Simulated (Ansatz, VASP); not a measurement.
## One calculation of Zn, two programs

```xyz
2
Lattice="2.6556 0.0000 0.0000 -1.3278 2.2998 0.0000 0.0000 0.0000 4.9625" Properties=species:S:1:pos:R:3 pbc="T T T"
Zn    0.0000    1.5332    1.2406
Zn    1.3278    0.7666    3.7218
```

Alike in both runs: task single point; functional PBE; k mesh 14 × 14 × 7; no spin polarisation.

```csv
,VASP,Ansatz
version,VASP 6.6.1,Ansatz 0.2.0
potentials or method,"VASP PAW PBE potentials, release 64 (Zn), cutoff 520 eV","plane waves (420 eV) with PAW, scalar-relativistic"
occupations,"methfessel-paxton of order 1, width 0.01 eV","cold, width 0.01 eV"
valence electrons in the cell,24,24
```

```tsv
	VASP	Ansatz	Ansatz less VASP
pressure (GPa)	0.4	0.1	-0.31
traceless stress, the component that is largest in VASP (GPa)	-1.65	-1.44	+0.205
```
